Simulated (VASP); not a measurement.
# Te (P3_121) in VASP: single point with r2SCAN

Aim: the single point of Te with r2SCAN.

All numbers are computed with VASP 6.6.1; they aren't measurements. Logs are shortened: lines on timing, memory, paths and dates and some standing lists are left out, and cuts for length are marked.

**1. The cell of the first run**

Symmetry: P3_121, No. 152, trigonal system. Conventional cell: a = 4.506 Å, b = 4.506 Å, c = 5.988 Å, α = 90.00°, β = 90.00°, γ = 120.00°. Te (site symmetry 2) has 6 Te at 2.82 to 3.57 Å within 3.7 Å.

**2. Single point, r2SCAN**

POSCAR

```
Te
1.0
    2.2527700000      3.9019100000      0.0000000000
   -2.2527700000      3.9019100000      0.0000000000
    0.0000000000      0.0000000000      5.9881830000
Te
3
Direct
    0.7450000000      0.2550000000      0.3333000000
    0.0000000000      0.7450000000      0.6666300000
    0.2550000000      0.0000000000      0.9999700000
```

INCAR.step1

```
PREC = Accurate
ENCUT = 550
ISMEAR = -1
SIGMA = 0.1
LREAL = F
LASPH = T
NELM = 120
NBANDS = 16
GGA = PE
ALGO = Normal
EDIFF = 1E-5
LWAVE = T
LCHARG = F
GGA_COMPAT = F
```

INCAR.step2

```
PREC = Accurate
ENCUT = 550
EDIFF = 1E-6
ISMEAR = -1
SIGMA = 0.1
LREAL = F
LASPH = T
NELM = 120
ALGO = Normal
ISIF = 2
LWAVE = F
LCHARG = F
METAGGA = R2SCAN
LMIXTAU = T
NBANDS = 16
ISTART = 1
GGA_COMPAT = F
```

KPOINTS

```
Automatic mesh
0
Gamma
  7 7 5
```

Potentials or basis: VASP PAW PBE potentials, release 64 (Te).

Run with:

```console
cat potpaw_PBE.64/Te/POTCAR > POTCAR
cp INCAR.step1 INCAR
mpirun -np 1 vasp_std > vasp.out
cp INCAR.step2 INCAR
mpirun -np 1 vasp_std > vasp.out
```

OUTCAR:

```text
PREC = Accurate
   ENCUT = 550
   EDIFF = 1E-6
   ISMEAR = -1
   LREAL = F
   LASPH = T
   NELM = 120
   ISIF = 2
   METAGGA = R2SCAN
   ISTART = 1

 ion  position               nearest neighbor table
   1  0.745  0.255  0.333-   2 2.82   3 2.82   2 3.57   3 3.57   2 3.57   3 3.57
   2  0.000  0.745  0.667-   1 2.82   3 2.82   1 3.57   1 3.57   3 3.57   3 3.57
   3  0.255  0.000  1.000-   1 2.82   2 2.82   1 3.57   1 3.57   2 3.57   2 3.57

  LATTYP: Found a hexagonal cell.
 ALAT       =     4.5055381833
 C/A-ratio  =     1.3290716350

  Lattice vectors:

 A1 = (   2.2527700000,  -3.9019100000,   0.0000000000)
 A2 = (   2.2527700000,   3.9019100000,   0.0000000000)
 A3 = (   0.0000000000,   0.0000000000,   5.9881830000)

Analysis of symmetry for initial positions (statically):
=====================================================================
 Subroutine PRICEL returns:
 Original cell was already a primitive cell.

 Routine SETGRP: Setting up the symmetry group for a
 hexagonal supercell.

 Subroutine GETGRP returns: Found  2 space group operations
 (whereof  1 operations were pure point group operations)
 out of a pool of 24 trial point group operations.

The static configuration has the point symmetry C_1 .
 The point group associated with its full space group is C_2 .

Analysis of symmetry for dynamics (positions and initial velocities):
=====================================================================
 Subroutine PRICEL returns:
 Original cell was already a primitive cell.

 Routine SETGRP: Setting up the symmetry group for a
 hexagonal supercell.

 Subroutine GETGRP returns: Found  2 space group operations
 (whereof  1 operations were pure point group operations)
 out of a pool of 24 trial point group operations.

The dynamic configuration has the point symmetry C_1 .
 The point group associated with its full space group is C_2 .

 Subroutine INISYM returns: Found  2 space group operations
 (whereof  1 operations are pure point group operations),
 and found     1 'primitive' translations

----------------------------------------------------------------------------------------

                                     Primitive cell

  volume of cell :     105.2735

  direct lattice vectors                    reciprocal lattice vectors
     2.252770000  3.901910000  0.000000000     0.221948978  0.128142371  0.000000000
    -2.252770000  3.901910000  0.000000000    -0.221948978  0.128142371  0.000000000
     0.000000000  0.000000000  5.988183000     0.000000000  0.000000000  0.166995564

  length of vectors
     4.505538183  4.505538183  5.988183000     0.256284639  0.256284639  0.166995564

  position of ions in fractional coordinates (direct lattice)
     0.745000000  0.255000000  0.333300000
     1.000000000  0.745000000  0.666630000
     0.255000000  1.000000000  0.999970000

  ion indices of the primitive-cell ions
   primitive index   ion index
                 1           1
                 2           2
                 3           3

----------------------------------------------------------------------------------------

 KPOINTS: Automatic mesh

Automatic generation of k-mesh.
 Grid dimensions read from file:
 generate k-points for:    7    7    5

 Generating k-lattice:

  Cartesian coordinates                     Fractional coordinates (reciprocal lattice)
     0.031706997  0.018306053  0.000000000     0.142857143  0.000000000  0.000000000
    -0.031706997  0.018306053  0.000000000     0.000000000  0.142857143  0.000000000
     0.000000000  0.000000000  0.033399113     0.000000000  0.000000000  0.200000000

  Length of vectors
     0.036612091  0.036612091  0.033399113

  Shift w.r.t. Gamma in fractional coordinates (k-lattice)
     0.000000000  0.000000000  0.000000000

 Subroutine IBZKPT returns following result:
 ===========================================

 Found     72 irreducible k-points:

 Following reciprocal coordinates:
            Coordinates               Weight
  0.000000  0.000000  0.000000      1.000000
  0.142857  0.000000  0.000000      4.000000
  0.142857  0.142857  0.000000      2.000000
  0.285714  0.000000  0.000000      4.000000
  0.285714  0.285714  0.000000      2.000000
  0.428571  0.000000  0.000000      4.000000
[... 16 lines left out ...]
  0.285714  0.285714  0.200000      2.000000
 -0.285714 -0.000000  0.200000      4.000000
 [... further k-points ...]
   k-points           NKPTS =     72   k-points in BZ     NKDIM =     72   number of bands    NBANDS=     16
   number of dos      NEDOS =    301   number of ions     NIONS =      3
   total plane-waves  NPLWV =  62208
   dimension x,y,z NGX =    36 NGY =   36 NGZ =   48
   dimension x,y,z NGXF=    72 NGYF=   72 NGZF=   96
   ions per type =               3
   NGX,Y,Z   is equivalent  to a cutoff of  13.28, 13.28, 13.33 a.u.
   NGXF,Y,Z  is equivalent  to a cutoff of  26.57, 26.57, 26.65 a.u.
 SYSTEM =  unknown system
   PREC   = accura    normal or accurate (medium, high low for compatibility)
   ISTART =      1    job   : 0-new  1-cont  2-samecut
   ICHARG =      0    charge: 1-file 2-atom 10-const
   ISPIN  =      1    spin polarized calculation?
   LNONCOLLINEAR =      F non collinear calculations
   LSORBIT =      F    spin-orbit coupling
   LASPH  =      T    aspherical Exc in radial PAW
   ENCUT  =  550.0 eV  40.42 Ry    6.36 a.u.   8.62  8.62 11.45*2*pi/ulx,y,z
   NELM   =    120;   NELMIN=  2; NELMDL=  0     # of ELM steps
   EDIFF  = 0.1E-05   stopping-criterion for ELM
   LREAL  =      F    real-space projection
[... 7 lines left out ...]
   TEBEG  =    0.0;   TEEND  =   0.0 temperature during run
   PSTRESS=    0.0 pullay stress
   NELECT =      18.0000    total number of electrons
   NUPDOWN=      -1.0000    fix difference up-down
   EMIN   =  10.00;   EMAX   =-10.00  energy-range for DOS
   EFERMI =   0.00;   METHOD = LEGACY
   ISMEAR =    -1;   SIGMA  =   0.10  broadening in eV -4-tet -1-fermi 0-gaus
   EFERMI_NEDOS =   21; number of points for ismear=-14 and -15
   IALGO  =     38    algorithm
   IMIX   =      4    mixing-type and parameters
     AMIX     =   0.40;   BMIX     =  1.00
     AMIX_MAG =   1.60;   BMIX_MAG =  1.00
  volume/ion in A,a.u.               =      35.09       236.81
  Fermi-wavevector in a.u.,A,eV,Ry     =   0.908642  1.717084 11.233372  0.825630
  Thomas-Fermi vector in A             =   2.032592
   LORBIT       =      0    0 simple, 1 ext, 2 COOP (PROOUT), +10 PAW based schemes
   METAGGA = R2SCAN    functional components
   LHFCALC =     F    Hartree Fock is set to
   AEXX    =    0.0000 exact exchange contribution
   IVDW    =     0    specifies the selected vdW correction
   LEPSILON=     F    determine dielectric tensor
   LRPA    =     F    only Hartree local field effects (RPA)
 non-spin polarized calculation
  energy-cutoff  :      550.00
  volume of cell :      105.27
 maximum number of plane-waves:      3113
   NGX = 17   NGY = 17   NGZ = 23

 number of electron      17.9999999 magnetization

 Free energy of the ion-electron system (eV)
  ---------------------------------------------------
  ext. energy  EPLUGINS =         0.00000000
  ---------------------------------------------------
  free energy    TOTEN  =       -76.23502521 eV

  energy without entropy =      -76.23296983  energy(sigma->0) =      -76.23399752

 E-fermi :   5.6293     XC(G=0):  -9.3140

 val. band max:        5.1719810964   @ k =   0.4286  -0.2857   0.4000
 cond. band min:       6.1124319327   @ k =   0.0000   0.0000   0.4000
 fundamental gap:      0.9404508363
 Fermi energy:         5.6292760882

 k-point     1 :       0.0000    0.0000    0.0000
  band No.  band energies     occupation
      1      -8.7047      2.00000
      2      -5.2389      2.00000
      3      -5.2388      2.00000
      4       2.1992      2.00000
      5       2.4299      2.00000
      6       2.4299      2.00000
[... 8 lines left out ...]
     15      11.7349      0.00000
     16      12.2691      0.00000

 k-point     2 :       0.1429    0.0000    0.0000
  band No.  band energies     occupation
      1      -8.5776      2.00000
      2      -5.2832      2.00000
      3      -5.1983      2.00000
      4       1.3583      2.00000
      5       1.9111      2.00000
      6       2.2805      2.00000
[... 8 lines left out ...]
     15      11.9875      0.00000
     16      12.2164      0.00000

 k-point     3 :       0.1429    0.1429    0.0000
  band No.  band energies     occupation
      1      -8.5776      2.00000
      2      -5.2833      2.00000
      3      -5.1982      2.00000
      4       1.3584      2.00000
      5       1.9111      2.00000
      6       2.2804      2.00000
[... 8 lines left out ...]
     15      11.9875      0.00000
     16      12.2163      0.00000

 k-point     4 :       0.2857    0.0000    0.0000
  band No.  band energies     occupation
      1      -8.2372      2.00000
      2      -5.4804      2.00000
      3      -5.0991      2.00000
      4       0.5582      2.00000
      5       1.2614      2.00000
      6       1.9027      2.00000
[... 8 lines left out ...]
     15      12.5576      0.00000
     16      13.1418      0.00000
[... 324 lines left out ...]
 k-point    22 :       0.2857    0.0000    0.2000
  band No.  band energies     occupation
      1      -8.0922      2.00000
      2      -6.2575      2.00000
      3      -4.3736      2.00000
      4       0.5004      2.00000
      5       0.8951      2.00000
      6       2.0190      2.00000
[... 8 lines left out ...]
     15      12.6089      0.00000
     16      13.3565      0.00000

 k-point    23 :       0.2857    0.2857    0.2000
  band No.  band energies     occupation
      1      -8.1042      2.00000
      2      -6.1670      2.00000
      3      -4.5478      2.00000
      4       0.8301      2.00000
      5       1.4251      2.00000
      6       2.2119      2.00000
[... 8 lines left out ...]
     15      11.8571      0.00000
     16      12.5500      0.00000

 k-point    24 :      -0.2857   -0.0000    0.2000
  band No.  band energies     occupation
      1      -8.1042      2.00000
      2      -6.1670      2.00000
      3      -4.5478      2.00000
      4       0.8300      2.00000
      5       1.4252      2.00000
      6       2.2119      2.00000
[... 8 lines left out ...]
     15      11.8571      0.00000
     16      12.5500      0.00000

 [... further k-points ...]
[... 5 lines left out ...]
  --------------------------------------------------------------------------------------
  -------------------------------------------------------------------------------------
  Total        0.6855254      0.6852721      0.5036757      0.0000000     -0.0002670      0.0000000
  in kB       10.4331383     10.4292839      7.6655343      0.0000000     -0.0040632      0.0000000
  external PRESSURE =       9.5093188 kB  Pullay stress =       0.0000000 kB

 VOLUME and BASIS-vectors are now :
 -----------------------------------------------------------------------------
  energy-cutoff  :      550.00
  volume of cell :      105.27
      direct lattice vectors                 reciprocal lattice vectors
     2.252770000  3.901910000  0.000000000     0.221948978  0.128142371  0.000000000
    -2.252770000  3.901910000  0.000000000    -0.221948978  0.128142371  0.000000000
     0.000000000  0.000000000  5.988183000     0.000000000  0.000000000  0.166995564

 POSITION                                       TOTAL-FORCE (eV/Angst)
 -----------------------------------------------------------------------------------
      1.10386      3.90191      1.99586        -0.176803      0.000000      0.000000
     -1.67831      2.90692      3.99190         0.088401     -0.153049      0.000179
      0.57446      0.99499      5.98800         0.088401      0.153049     -0.000179
 -----------------------------------------------------------------------------------
    total drift:                               -0.000001     -0.000000     -0.000000

  FREE ENERGIE OF THE ION-ELECTRON SYSTEM (eV)
  ---------------------------------------------------
  free  energy   TOTEN  =       -76.2350252102 eV

  energy  without entropy=      -76.2329698346  energy(sigma->0) =      -76.23399752
```

Wall time 5.8 min (1 thread of Intel Xeon Platinum 8259CL at 2.50GHz (Skylake/Cascade Lake), shared host); peak memory 0.31 GiB.

Results:

| Property | Result |
| --- | --- |
| Free energy | -76.2350 eV |
| Pressure | 1.0 GPa |
| Largest force | 0.177 eV/Å |
| Band gap on the k mesh | 0.94 eV |

Forces in eV/Å, atoms in the order of the input:
```
Te  -0.177  0.000  0.000
Te   0.088 -0.153  0.000
Te   0.088  0.153  0.000
```

Levels at points of the mesh, in eV from the valence-band top:
| k point | band 7 | band 8 | band 9 | band 10 | band 11 | band 12 |
| --- | --- | --- | --- | --- | --- | --- |
| (0.00, 0.00, 0.00) | -1.47 | -1.47 | -0.46 | 1.38 | 1.38 | 2.11 |

Caveat: the PAW data sets were made with another functional, which shifts forces and pressure a little; spin-orbit coupling is left out, which moves the levels of the heavy elements. A k mesh can miss the band edges.
